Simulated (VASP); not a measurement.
# YTl (Pm-3m) in VASP: further runs, part 2 of 2

VASP 6.6.1. Earlier steps stand in the parts before.

## (3) Vibrations by perturbation theory, LDA

This run uses another cell than the first one, of 23.71 Å³/atom, 1.094 times its volume.

The input, INCAR:

```
ALGO = Fast
EDIFF = 1E-8
ENCUT = 520
GGA = CA
IBRION = 8
ISIF = 2
ISMEAR = -1
LASPH = T
LCHARG = F
LREAL = F
LWAVE = F
NELM = 80
NSW = 1
PREC = Accurate
SIGMA = 0.15
```

The input, KPOINTS:

```
k-points
0
Gamma
  12 12 12
```

The input, POSCAR:

```
YTl
1.0
    3.6195350122      0.0000000000      0.0000000000
    0.0000000000      3.6195350122      0.0000000000
    0.0000000000      0.0000000000      3.6195350122
Y Tl
1 1
Direct
    0.5000000000      0.5000000000      0.5000000000
    0.0000000000      0.0000000000      0.0000000000
```

Potentials or basis: VASP PAW LDA potentials, release 64 (Y_sv, Tl_d).

Started as:

```console
cat potpaw_LDA.64/Y_sv/POTCAR potpaw_LDA.64/Tl_d/POTCAR > POTCAR
mpirun -np 1 vasp_std > vasp.out
```

OUTCAR:

```text
EDIFF = 1E-8
   ENCUT = 520
   GGA = CA
   IBRION = 8
   ISIF = 2
   ISMEAR = -1
   LASPH = T
   LREAL = F
   NELM = 80
   NSW = 1
   PREC = Accurate

 ion  position               nearest neighbor table
   1  0.500  0.500  0.500-   2 3.13   2 3.13   2 3.13   2 3.13   2 3.13   2 3.13   2 3.13   2 3.13

   2  0.000  0.000  0.000-   1 3.13   1 3.13   1 3.13   1 3.13   1 3.13   1 3.13   1 3.13   1 3.13

  LATTYP: Found a simple cubic cell.
 ALAT       =     3.6195350122

  Lattice vectors:

 A1 = (   3.6195350122,   0.0000000000,   0.0000000000)
 A2 = (   0.0000000000,   3.6195350122,   0.0000000000)
 A3 = (   0.0000000000,   0.0000000000,   3.6195350122)

Analysis of symmetry for initial positions (statically):
=====================================================================
 Subroutine PRICEL returns:
 Original cell was already a primitive cell.

 Routine SETGRP: Setting up the symmetry group for a
 simple cubic supercell.

 Subroutine GETGRP returns: Found 48 space group operations
 (whereof 48 operations were pure point group operations)
 out of a pool of 48 trial point group operations.

The static configuration has the point symmetry O_h .

Analysis of symmetry for dynamics (positions and initial velocities):
=====================================================================
 Subroutine PRICEL returns:
 Original cell was already a primitive cell.

 Routine SETGRP: Setting up the symmetry group for a
 simple cubic supercell.

 Subroutine GETGRP returns: Found 48 space group operations
 (whereof 48 operations were pure point group operations)
 out of a pool of 48 trial point group operations.

The dynamic configuration has the point symmetry O_h .

 Subroutine INISYM returns: Found 48 space group operations
 (whereof 48 operations are pure point group operations),
 and found     1 'primitive' translations

----------------------------------------------------------------------------------------

                                     Primitive cell

  volume of cell :      47.4197

  direct lattice vectors                    reciprocal lattice vectors
     3.619535012  0.000000000  0.000000000     0.276278582  0.000000000  0.000000000
     0.000000000  3.619535012  0.000000000     0.000000000  0.276278582  0.000000000
     0.000000000  0.000000000  3.619535012     0.000000000  0.000000000  0.276278582

  length of vectors
     3.619535012  3.619535012  3.619535012     0.276278582  0.276278582  0.276278582

  position of ions in fractional coordinates (direct lattice)
     0.500000000  0.500000000  0.500000000
     0.000000000  0.000000000  0.000000000

  ion indices of the primitive-cell ions
   primitive index   ion index
                 1           1
                 2           2

----------------------------------------------------------------------------------------

[... 129 lines left out ...]
      1     -35.6171      2.00000
      2     -15.6666      2.00000
      3     -15.6666      2.00000
      4     -15.6666      2.00000
      5      -5.1195      2.00000
      6      -5.1195      2.00000
[... 433 lines left out ...]
      3     -15.8750      2.00000
      4     -15.6188      2.00000
      5      -5.0335      2.00000
      6      -4.9599      2.00000
[... 8 lines left out ...]
     15       9.7139      0.00000
     16      11.6062      0.00000

 [... further k-points ...]

------------------------ aborting loop because EDIFF is reached ----------------------------------------

  FORCE on cell =-STRESS in cart. coord.  units (eV):
  Direction    XX          YY          ZZ          XY          YZ          ZX
  --------------------------------------------------------------------------------------
  -------------------------------------------------------------------------------------
  Total        1.5135782      1.5135782      1.5135782      0.0000000     -0.0000000      0.0000000
  in kB       51.1395748     51.1395748     51.1395748      0.0000000     -0.0000000      0.0000000
  external PRESSURE =      51.1395748 kB  Pullay stress =       0.0000000 kB

 VOLUME and BASIS-vectors are now :
 -----------------------------------------------------------------------------
  energy-cutoff  :      520.00
  volume of cell :       47.42
      direct lattice vectors                 reciprocal lattice vectors
     3.619535012  0.000000000  0.000000000     0.276278582  0.000000000  0.000000000
     0.000000000  3.619535012  0.000000000     0.000000000  0.276278582  0.000000000
     0.000000000  0.000000000  3.619535012     0.000000000  0.000000000  0.276278582

 POSITION                                       TOTAL-FORCE (eV/Angst)
 -----------------------------------------------------------------------------------
      1.80977      1.80977      1.80977         0.000000      0.000000      0.000000
      0.00000      0.00000      0.00000         0.000000      0.000000      0.000000
 -----------------------------------------------------------------------------------
    total drift:                               -0.000000      0.000000      0.000000

  FREE ENERGIE OF THE ION-ELECTRON SYSTEM (eV)
  ---------------------------------------------------
  free  energy   TOTEN  =       -10.9000111411 eV

  energy  without entropy=      -10.8079196113  energy(sigma->0) =      -10.85396538

[... ionic steps 2 to 3 ...]

--------------------------------------- Ionic step        4  -------------------------------------------

------------------------ aborting loop because EDIFF is reached ----------------------------------------

[... ionic steps 5 to 6 ...]

--------------------------------------- Ionic step        7  -------------------------------------------

 Free energy of the ion-electron system (eV)
  ---------------------------------------------------
  ---------------------------------------------------
  free energy    TOTEN  =        -0.33498637 eV

  energy without entropy =       -0.33498637

------------------------ aborting loop because EDIFF is reached ----------------------------------------

 INTERNAL STRAIN TENSOR  FOR ION    2  DIRECTION 1   (eV/Angst):
 -----------------------------------------------------------------------------
     0.04150  0.00000  0.00000
     0.00000 -0.01413 -0.00000
    -0.00000 -0.00000 -0.01413

 INTERNAL STRAIN TENSOR FOR ION    2 for displacements in x,y,z  (eV/Angst):
          X           Y           Z          XY          YZ          ZX
  --------------------------------------------------------------------------------
  x     0.00000     0.00000     0.00000     0.00000     0.00000     0.00000
  y     0.00000     0.00000     0.00000     0.00000     0.00000     0.00000
  z     0.00000     0.00000     0.00000     0.00000     0.00000     0.00000

 SECOND DERIVATIVES (NOT SYMMETRIZED)
 ------------------------------------
               1X          1Y          1Z          2X          2Y          2Z
  1X    -3.455658    0.000000    0.000000    3.455658   -0.000000    0.000000
  1Y     0.000000   -3.455658   -0.000000   -0.000000    3.455658    0.000000
  1Z    -0.000000   -0.000000   -3.455658    0.000000    0.000000    3.455658
  2X     3.441036   -0.000000    0.000000   -3.441036    0.000000   -0.000000
  2Y    -0.000000    3.441036   -0.000000    0.000000   -3.441036    0.000000
  2Z     0.000000    0.000000    3.441036   -0.000000   -0.000000   -3.441036

 Eigenvectors and eigenvalues of the dynamical matrix
 ----------------------------------------------------

   1 f  =    3.689764 THz    23.183469 2PiTHz  123.077270 cm-1    15.259630 meV
             X         Y         Z           dx          dy          dz
      1.809768  1.809768  1.809768     0.835319   -0.000000   -0.000000
      0.000000  0.000000  0.000000    -0.549766    0.000000    0.000000
[... 21 lines left out ...]
   6 f/i=    0.003593 THz     0.022573 2PiTHz    0.119835 cm-1     0.014858 meV
             X         Y         Z           dx          dy          dz
      1.809768  1.809768  1.809768    -0.549766   -0.000000   -0.000000
      0.000000  0.000000  0.000000    -0.835319    0.000000    0.000000

--------------------------------------------------------------------------------------------------------

 ELASTIC MODULI CONTR FROM IONIC RELAXATION (kBar)
 Direction    XX          YY          ZZ          XY          YZ          ZX
 --------------------------------------------------------------------------------
 XX           0.0000      0.0000      0.0000      0.0000      0.0000      0.0000
 YY           0.0000      0.0000      0.0000      0.0000      0.0000      0.0000
 ZZ           0.0000      0.0000      0.0000      0.0000      0.0000      0.0000
 XY           0.0000      0.0000      0.0000      0.0000      0.0000      0.0000
 YZ           0.0000      0.0000      0.0000      0.0000      0.0000      0.0000
 ZX           0.0000      0.0000      0.0000      0.0000      0.0000      0.0000
 --------------------------------------------------------------------------------
```

Wall time 6.7 min (1 thread of Intel Xeon Platinum 8488C (Sapphire Rapids), shared host); peak memory 0.46 GiB.

What came out:

```
Highest phonon frequency at Γ, LO-TO splitting left out : 123 cm⁻¹
```

Phonon frequencies in cm⁻¹ (negative: imaginary):
| q point | frequencies |
| --- | --- |
| (0.000, 0.000, 0.000) | 0 0 0 123 123 123 |

Caveat: the cell wasn't relaxed at this level first, which shifts response properties; spin-orbit coupling is left out, which moves the levels of the heavy elements.

## (4) Vibrations by perturbation theory, LDA

This run uses another cell than the first one, of 25.25 Å³/atom, 1.165 times its volume.

The input, INCAR:

```
ALGO = Normal ; EDIFF = 1E-8
ENCUT = 520 ; IBRION = 8
ISIF = 2 ; ISMEAR = -1
LASPH = T ; LCHARG = T
LREAL = F ; LWAVE = F
NBANDS = 19 ; NELM = 100
NSW = 1 ; PREC = Accurate
SIGMA = 0.15
```

KPOINTS is that of step 3.

The input, POSCAR:

```
YTl
1.0
    3.6963328083      0.0000000000      0.0000000000
    0.0000000000      3.6963328083      0.0000000000
    0.0000000000      0.0000000000      3.6963328083
Y Tl
1 1
Direct
    0.5000000000      0.5000000000      0.5000000000
    0.0000000000      0.0000000000      0.0000000000
```

Potentials or basis: VASP PAW LDA potentials, release 64 (Y_sv, Tl_d).

Started as:

```console
cat potpaw_LDA.64/Y_sv/POTCAR potpaw_LDA.64/Tl_d/POTCAR > POTCAR
mpirun -np 1 vasp_std > vasp.out
```

OUTCAR:

```text
EDIFF = 1E-8
   ENCUT = 520
   IBRION = 8
   ISIF = 2
   ISMEAR = -1
   LASPH = T
   LREAL = F
   NELM = 100
   NSW = 1
   PREC = Accurate

 ion  position               nearest neighbor table
   1  0.500  0.500  0.500-   2 3.20   2 3.20   2 3.20   2 3.20   2 3.20   2 3.20   2 3.20   2 3.20

   2  0.000  0.000  0.000-   1 3.20   1 3.20   1 3.20   1 3.20   1 3.20   1 3.20   1 3.20   1 3.20

  LATTYP: Found a simple cubic cell.
 ALAT       =     3.6963328083

  Lattice vectors:

 A1 = (   3.6963328083,   0.0000000000,   0.0000000000)
 A2 = (   0.0000000000,   3.6963328083,   0.0000000000)
 A3 = (   0.0000000000,   0.0000000000,   3.6963328083)

Analysis of symmetry for initial positions (statically):
=====================================================================
 Subroutine PRICEL returns:
 Original cell was already a primitive cell.

 Routine SETGRP: Setting up the symmetry group for a
[... 757 lines left out ...]

 INTERNAL STRAIN TENSOR  FOR ION    2  DIRECTION 1   (eV/Angst):
 -----------------------------------------------------------------------------
     0.03802  0.00000 -0.00000
     0.00000 -0.01323 -0.00000
    -0.00000 -0.00000 -0.01323

 INTERNAL STRAIN TENSOR FOR ION    2 for displacements in x,y,z  (eV/Angst):
          X           Y           Z          XY          YZ          ZX
  --------------------------------------------------------------------------------
  x     0.00000     0.00000     0.00000     0.00000     0.00000     0.00000
  y     0.00000     0.00000     0.00000     0.00000     0.00000     0.00000
  z     0.00000     0.00000     0.00000     0.00000     0.00000     0.00000

 SECOND DERIVATIVES (NOT SYMMETRIZED)
 ------------------------------------
               1X          1Y          1Z          2X          2Y          2Z
  1X    -2.656682   -0.000000    0.000000    2.656682    0.000000    0.000000
  1Y     0.000000   -2.656682    0.000000   -0.000000    2.656682    0.000000
  1Z     0.000000    0.000000   -2.656682    0.000000    0.000000    2.656682
  2X     2.657164    0.000000   -0.000000   -2.657164   -0.000000    0.000000
  2Y    -0.000000    2.657164   -0.000000    0.000000   -2.657164    0.000000
  2Z     0.000000   -0.000000    2.657164   -0.000000    0.000000   -2.657164

 Eigenvectors and eigenvalues of the dynamical matrix
 ----------------------------------------------------

   1 f  =    3.237378 THz    20.341044 2PiTHz  107.987298 cm-1    13.388713 meV
             X         Y         Z           dx          dy          dz
      1.848166  1.848166  1.848166    -0.000000    0.834760    0.000000
      0.000000  0.000000  0.000000    -0.000000   -0.550614    0.000000
[... 21 lines left out ...]
   6 f/i=    0.000135 THz     0.000848 2PiTHz    0.004500 cm-1     0.000558 meV
             X         Y         Z           dx          dy          dz
      1.848166  1.848166  1.848166    -0.550614   -0.000000    0.000000
      0.000000  0.000000  0.000000    -0.834760    0.000000    0.000000

--------------------------------------------------------------------------------------------------------

 ELASTIC MODULI CONTR FROM IONIC RELAXATION (kBar)
 Direction    XX          YY          ZZ          XY          YZ          ZX
 --------------------------------------------------------------------------------
 XX           0.0000      0.0000      0.0000      0.0000      0.0000      0.0000
 YY           0.0000      0.0000      0.0000      0.0000      0.0000      0.0000
 ZZ           0.0000      0.0000      0.0000      0.0000      0.0000      0.0000
 XY           0.0000      0.0000      0.0000      0.0000      0.0000      0.0000
 YZ           0.0000      0.0000      0.0000      0.0000      0.0000      0.0000
 ZX           0.0000      0.0000      0.0000      0.0000      0.0000      0.0000
 --------------------------------------------------------------------------------
```

It took 8.4 min on 1 thread of Intel Xeon Platinum 8488C (Sapphire Rapids), shared host; peak memory 0.52 GiB.

Results:

```
Highest phonon frequency at Γ, LO-TO splitting left out : 108 cm⁻¹
```

Phonon frequencies in cm⁻¹ (negative: imaginary):
```
              q point        frequencies
(0.000, 0.000, 0.000)  0 0 0 108 108 108
```

Caveat: spin-orbit coupling is left out, which moves the levels of the heavy elements.
